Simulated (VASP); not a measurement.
# InSe (C2/m) in VASP: notebook

InSe is run at these levels: PBEsol; tasks: single point.

All numbers are computed with VASP 6.6.1; they aren't measurements. Logs are shortened: lines on timing, memory, paths and dates and some standing lists are left out, and cuts for length are marked.

## 1. The cell of the first run

The structure is monoclinic, space group C2/m (No. 12). Conventional cell: a = 11.657 Å, b = 4.105 Å, c = 4.864 Å, α = 90.00°, β = 110.06°, γ = 90.00°. In (site symmetry m) has 3 Se at 2.69 Å and 1 In at 2.80 Å within 3.5 Å. Se (site symmetry m) has 5 In at 2.69 to 3.84 Å and 5 Se at 3.49 to 3.89 Å within 3.9 Å.

## 2. Single point, PBEsol (27.33 Å³/atom)

INCAR

```
PREC     = Accurate       # precision mode
ENCUT    = 520            # plane-wave cutoff, eV
EDIFF    = 1E-6           # SCF threshold, eV
ISMEAR   = 0              # smearing method
SIGMA    = 0.02           # smearing width, eV
LREAL    = False          # projectors in reciprocal space
LASPH    = True           # aspherical terms in the spheres
NELM     = 100            # most SCF steps
ALGO     = Normal         # electronic algorithm
ISIF     = 2              # what is computed and relaxed
LWAVE    = False          # write WAVECAR
LCHARG   = False          # write CHGCAR
GGA      = PS             # functional
NBANDS   = 27             # bands
```

KPOINTS

```
regular mesh
0
Gamma
  8 8 6
```

POSCAR

```
InSe
1.0
    5.8283825058     -2.0524326972     -0.0532132725
    5.8283825058      2.0524326972     -0.0532132725
   -1.6267987548      0.0000000000      4.5842029638
In Se
2 2
Direct
    0.8873848550      0.8873848550      0.0435286828
    0.1126151450      0.1126151450      0.9564713172
    0.6591295673      0.6591295673      0.6538269557
    0.3408704327      0.3408704327      0.3461730443
```

Potentials or basis: VASP PAW PBE potentials, release 64 (In_d, Se).

Command:

```console
cat potpaw_PBE.64/In_d/POTCAR potpaw_PBE.64/Se/POTCAR > POTCAR
mpirun -np 1 vasp_std > vasp.out
```

OUTCAR:

```text
PREC = Accurate
   ENCUT = 520
   EDIFF = 1E-6
   ISMEAR = 0
   LREAL = False
   LASPH = True
   NELM = 100
   ISIF = 2
   GGA = PS

 ion  position               nearest neighbor table
   1  0.887  0.887  0.044-   3 2.69   4 2.69   4 2.69   2 2.80   2 3.70   2 3.70
   2  0.113  0.113  0.956-   4 2.69   3 2.69   3 2.69   1 2.80   1 3.70   1 3.70
   3  0.659  0.659  0.654-   1 2.69   2 2.69   2 2.69
   4  0.341  0.341  0.346-   2 2.69   1 2.69   1 2.69

  LATTYP: Found a base centered monoclinic cell.
 ALAT       =    11.6572508399
 B/A-ratio  =     0.3521297989
 C/A-ratio  =     0.4172765648
 COS(beta)  =    -0.3430265246

  Lattice vectors:

 A1 = (   5.8283825058,  -2.0524326972,  -0.0532132725)
 A2 = (   5.8283825058,   2.0524326972,  -0.0532132725)
 A3 = (  -1.6267987548,   0.0000000000,   4.5842029638)

Analysis of symmetry for initial positions (statically):
=====================================================================
 Subroutine PRICEL returns:
 Original cell was already a primitive cell.

 Routine SETGRP: Setting up the symmetry group for a
 base centered monoclinic supercell.

 Subroutine GETGRP returns: Found  4 space group operations
 (whereof  4 operations were pure point group operations)
 out of a pool of  4 trial point group operations.

The static configuration has the point symmetry C_2h.

Analysis of symmetry for dynamics (positions and initial velocities):
=====================================================================
 Subroutine PRICEL returns:
 Original cell was already a primitive cell.

 Routine SETGRP: Setting up the symmetry group for a
 base centered monoclinic supercell.

 Subroutine GETGRP returns: Found  4 space group operations
 (whereof  4 operations were pure point group operations)
 out of a pool of  4 trial point group operations.

The dynamic configuration has the point symmetry C_2h.

 Subroutine INISYM returns: Found  4 space group operations
 (whereof  4 operations are pure point group operations),
 and found     1 'primitive' translations

----------------------------------------------------------------------------------------

                                     Primitive cell

  volume of cell :     109.3205

  direct lattice vectors                    reciprocal lattice vectors
     5.828382506 -2.052432697 -0.053213272     0.086065946 -0.243613348  0.030542272
     5.828382506  2.052432697 -0.053213272     0.086065946  0.243613348  0.030542272
    -1.626798755  0.000000000  4.584202964     0.001998101  0.000000000  0.218849496

  length of vectors
     6.179429930  6.179429930  4.864297586     0.260168485  0.260168485  0.218858617

  position of ions in fractional coordinates (direct lattice)
     0.887384855  0.887384855  0.043528683
     0.112615145  0.112615145  0.956471317
     0.659129567  0.659129567  0.653826956
     0.340870433  0.340870433  0.346173044

  ion indices of the primitive-cell ions
   primitive index   ion index
                 1           1
                 2           2
                 3           3
                 4           4

----------------------------------------------------------------------------------------

 KPOINTS: regular mesh

Automatic generation of k-mesh.
 Grid dimensions read from file:
 generate k-points for:    8    8    6

 Generating k-lattice:

  Cartesian coordinates                     Fractional coordinates (reciprocal lattice)
     0.010758243 -0.030451668  0.003817784     0.125000000  0.000000000  0.000000000
     0.010758243  0.030451668  0.003817784     0.000000000  0.125000000  0.000000000
     0.000333017  0.000000000  0.036474916    -0.000000000 -0.000000000  0.166666667

  Length of vectors
     0.032521061  0.032521061  0.036476436

  Shift w.r.t. Gamma in fractional coordinates (k-lattice)
     0.000000000  0.000000000  0.000000000

 Subroutine IBZKPT returns following result:
 ===========================================

 Found    114 irreducible k-points:

 Following reciprocal coordinates:
            Coordinates               Weight
  0.000000  0.000000  0.000000      1.000000
  0.125000  0.000000  0.000000      4.000000
  0.250000  0.000000  0.000000      4.000000
  0.375000 -0.000000 -0.000000      4.000000
  0.500000  0.000000  0.000000      2.000000
  0.125000  0.125000  0.000000      2.000000
[... 16 lines left out ...]
  0.125000  0.000000  0.166667      4.000000
  0.250000  0.000000  0.166667      4.000000
 [... further k-points ...]
   k-points           NKPTS =    114   k-points in BZ     NKDIM =    114   number of bands    NBANDS=     27
   number of dos      NEDOS =    301   number of ions     NIONS =      4
   total plane-waves  NPLWV =  82944
   dimension x,y,z NGX =    48 NGY =   48 NGZ =   36
   dimension x,y,z NGXF=    96 NGYF=   96 NGZF=   72
   ions per type =               2   2
   NGX,Y,Z   is equivalent  to a cutoff of  12.91, 12.91, 12.30 a.u.
   NGXF,Y,Z  is equivalent  to a cutoff of  25.83, 25.83, 24.61 a.u.
 SYSTEM =  unknown system
   PREC   = accura    normal or accurate (medium, high low for compatibility)
   ISTART =      0    job   : 0-new  1-cont  2-samecut
   ICHARG =      2    charge: 1-file 2-atom 10-const
   ISPIN  =      1    spin polarized calculation?
   LNONCOLLINEAR =      F non collinear calculations
   LSORBIT =      F    spin-orbit coupling
   LASPH  =      T    aspherical Exc in radial PAW
   ENCUT  =  520.0 eV  38.22 Ry    6.18 a.u.  11.49 11.49  9.04*2*pi/ulx,y,z
   NELM   =    100;   NELMIN=  2; NELMDL= -5     # of ELM steps
   EDIFF  = 0.1E-05   stopping-criterion for ELM
   LREAL  =      F    real-space projection
   EDIFFG = 0.1E-04   stopping-criterion for IOM
   NSW    =      0    number of steps for IOM
   IBRION =     -1    ionic relax: 0-MD 1-quasi-New 2-CG
   NFREE  =      0    steps in history (QN), initial steepest desc. (CG)
   ISIF   =      2    stress and relaxation
   ISYM   =      2    0-nonsym 1-usesym 2-fastsym
   POTIM  = 0.5000    time-step for ionic-motion
   TEBEG  =    0.0;   TEEND  =   0.0 temperature during run
   PSTRESS=    0.0 pullay stress
   NELECT =      38.0000    total number of electrons
   NUPDOWN=      -1.0000    fix difference up-down
   EMIN   =  10.00;   EMAX   =-10.00  energy-range for DOS
   EFERMI =   0.00;   METHOD = LEGACY
   ISMEAR =     0;   SIGMA  =   0.02  broadening in eV -4-tet -1-fermi 0-gaus
   EFERMI_NEDOS =   21; number of points for ismear=-14 and -15
   IALGO  =     38    algorithm
   IMIX   =      4    mixing-type and parameters
     AMIX     =   0.40;   BMIX     =  1.00
     AMIX_MAG =   1.60;   BMIX_MAG =  1.00
  volume/ion in A,a.u.               =      27.33       184.43
  Fermi-wavevector in a.u.,A,eV,Ry     =   1.151071  2.175209 18.027245  1.324965
  Thomas-Fermi vector in A             =   2.287731
   LORBIT       =      0    0 simple, 1 ext, 2 COOP (PROOUT), +10 PAW based schemes
   GGA     = PS    functional components
   LHFCALC =     F    Hartree Fock is set to
   AEXX    =    0.0000 exact exchange contribution
   IVDW    =     0    specifies the selected vdW correction
   LEPSILON=     F    determine dielectric tensor
   LRPA    =     F    only Hartree local field effects (RPA)
 non-spin polarized calculation
 Gauss-broadening in eV      SIGMA  =   0.02
  energy-cutoff  :      520.00
  volume of cell :      109.32
 maximum number of plane-waves:      2966
 NGX is ok and might be reduce to    48
   NGX = 23   NGY = 23   NGZ = 19

 number of electron      38.0000000 magnetization

 Free energy of the ion-electron system (eV)
  ---------------------------------------------------
  ext. energy  EPLUGINS =         0.00000000
  ---------------------------------------------------
  free energy    TOTEN  =       -15.53484721 eV

  energy without entropy =      -15.53484721  energy(sigma->0) =      -15.53484721

 E-fermi :   4.3637     XC(G=0):  -9.5099

 val. band max:        4.2519927878   @ k =  -0.2500  -0.2500   0.3333
 cond. band min:       5.2010409671   @ k =   0.0000   0.0000   0.5000
 fundamental gap:      0.9490481793
 Fermi energy:         4.3637224629

 k-point     1 :       0.0000    0.0000    0.0000
  band No.  band energies     occupation
      1     -10.2359      2.00000
      2     -10.1189      2.00000
      3      -9.9196      2.00000
      4      -9.8943      2.00000
      5      -9.8559      2.00000
      6      -9.8515      2.00000
[... 19 lines left out ...]
     26      10.9607      0.00000
     27      12.6748      0.00000

 k-point     2 :       0.1250    0.0000    0.0000
  band No.  band energies     occupation
      1     -10.2316      2.00000
      2     -10.1164      2.00000
      3      -9.9789      2.00000
      4      -9.8820      2.00000
      5      -9.8695      2.00000
      6      -9.8408      2.00000
[... 19 lines left out ...]
     26      10.9688      0.00000
     27      13.0686      0.00000

 k-point     3 :       0.2500    0.0000    0.0000
  band No.  band energies     occupation
      1     -10.2243      2.00000
      2     -10.1164      2.00000
      3     -10.0595      2.00000
      4      -9.8995      2.00000
      5      -9.8630      2.00000
      6      -9.8382      2.00000
[... 19 lines left out ...]
     26      11.2053      0.00000
     27      12.2639      0.00000

 k-point     4 :       0.3750   -0.0000   -0.0000
  band No.  band energies     occupation
      1     -10.2282      2.00000
      2     -10.1410      2.00000
      3     -10.0738      2.00000
      4      -9.9301      2.00000
      5      -9.8569      2.00000
      6      -9.8499      2.00000
[... 19 lines left out ...]
     26      11.4129      0.00000
     27      12.4861      0.00000

 k-point     5 :       0.5000    0.0000    0.0000
  band No.  band energies     occupation
      1     -10.2361      2.00000
      2     -10.1501      2.00000
      3     -10.0684      2.00000
      4      -9.9442      2.00000
      5      -9.8643      2.00000
      6      -9.8465      2.00000
[... 19 lines left out ...]
     26      11.1312      0.00000
     27      12.9244      0.00000

 k-point     6 :       0.1250    0.1250    0.0000
  band No.  band energies     occupation
      1     -10.2315      2.00000
      2     -10.1161      2.00000
      3      -9.9309      2.00000
      4      -9.8931      2.00000
      5      -9.8598      2.00000
      6      -9.8560      2.00000
[... 444 lines left out ...]
      1     -10.2155      2.00000
      2     -10.0435      2.00000
      3      -9.9872      2.00000
      4      -9.9608      2.00000
      5      -9.8738      2.00000
      6      -9.8521      2.00000
[... 19 lines left out ...]
     26      11.0264      0.00000
     27      12.0437      0.00000

 k-point    22 :       0.0000    0.0000    0.1667
  band No.  band energies     occupation
      1     -10.2412      2.00000
      2     -10.1178      2.00000
      3      -9.9207      2.00000
      4      -9.8925      2.00000
      5      -9.8556      2.00000
      6      -9.8541      2.00000
[... 19 lines left out ...]
     26      11.1609      0.00000
     27      12.2653      0.00000

 k-point    23 :       0.1250    0.0000    0.1667
  band No.  band energies     occupation
      1     -10.2391      2.00000
      2     -10.1156      2.00000
      3      -9.9754      2.00000
      4      -9.8791      2.00000
      5      -9.8712      2.00000
      6      -9.8408      2.00000
[... 19 lines left out ...]
     26      10.6609      0.00000
     27      12.7092      0.00000

 k-point    24 :       0.2500    0.0000    0.1667
  band No.  band energies     occupation
      1     -10.2372      2.00000
      2     -10.1175      2.00000
      3     -10.0487      2.00000
      4      -9.9018      2.00000
      5      -9.8596      2.00000
      6      -9.8385      2.00000
[... 19 lines left out ...]
     26      11.1410      0.00000
     27      12.1446      0.00000

 [... further k-points ...]

------------------------ aborting loop because EDIFF is reached ----------------------------------------

  FORCE on cell =-STRESS in cart. coord.  units (eV):
  Direction    XX          YY          ZZ          XY          YZ          ZX
  --------------------------------------------------------------------------------------
  -------------------------------------------------------------------------------------
  Total       -0.5423915     -0.4808184     -0.5250189      0.0000000      0.0000000     -0.0085262
  in kB       -7.9491741     -7.0467725     -7.6945655      0.0000000      0.0000000     -0.1249582
  external PRESSURE =      -7.5635040 kB  Pullay stress =       0.0000000 kB

 VOLUME and BASIS-vectors are now :
 -----------------------------------------------------------------------------
  energy-cutoff  :      520.00
  volume of cell :      109.32
      direct lattice vectors                 reciprocal lattice vectors
     5.828382506 -2.052432697 -0.053213272     0.086065946 -0.243613348  0.030542272
     5.828382506  2.052432697 -0.053213272     0.086065946  0.243613348  0.030542272
    -1.626798755  0.000000000  4.584202964     0.001998101  0.000000000  0.218849496

 POSITION                                       TOTAL-FORCE (eV/Angst)
 -----------------------------------------------------------------------------------
     10.27322      0.00000      0.10510         0.014922      0.000000     -0.003889
     -0.24326      0.00000      4.37267        -0.014922      0.000000      0.003889
      6.61967      0.00000      2.92713         0.002414      0.000000     -0.016260
      3.41029      0.00000      1.55065        -0.002414      0.000000      0.016260
 -----------------------------------------------------------------------------------
    total drift:                                0.000000      0.000000     -0.000000

  FREE ENERGIE OF THE ION-ELECTRON SYSTEM (eV)
  ---------------------------------------------------
  free  energy   TOTEN  =       -15.5348472067 eV

  energy  without entropy=      -15.5348472067  energy(sigma->0) =      -15.53484721
```

Run time: 3.1 min. Hardware: 1 thread of AMD EPYC 9R45 (Zen 5), shared host; peak memory 0.44 GiB.

What came out:

```yaml
Free_energy: -15.5348 eV
Pressure: -0.8 GPa
Largest_force: 0.016 eV/Å
Band_gap_on_the_k_mesh: 0.95 eV (least direct gap 1.17 eV)
```

Forces in eV/Å, atoms in the order of the input:
```
In   0.015  0.000 -0.004
In  -0.015  0.000  0.004
Se   0.002  0.000 -0.016
Se  -0.002  0.000  0.016
```

Levels at points of the mesh, in eV from the valence-band top:
```tsv
k point	band 16	band 17	band 18	band 19	band 20	band 21	band 22	band 23
(0.00, 0.00, 0.00)	-2.42	-2.10	-1.60	-1.23	2.73	3.14	3.66	4.89
(0.50, 0.00, 0.00)	-2.15	-1.78	-1.46	-1.27	1.58	2.39	3.47	3.53
(0.50, 0.50, 0.00)	-2.41	-1.21	-0.72	-0.15	1.34	2.59	3.12	4.02
(0.00, 0.00, 0.50)	-1.78	-1.53	-1.14	-0.30	0.95	2.12	3.45	3.72
(0.50, 0.00, 0.50)	-3.10	-2.35	-2.26	-1.46	2.38	3.21	3.87	4.62
(0.50, 0.50, 0.50)	-1.62	-1.42	-0.83	-0.54	2.15	2.98	3.30	4.43
```

Caveat: the PAW data sets were made with another functional, which shifts forces and pressure a little; spin-orbit coupling is left out, which moves the levels of the heavy elements.

[end of part 1 of 2]
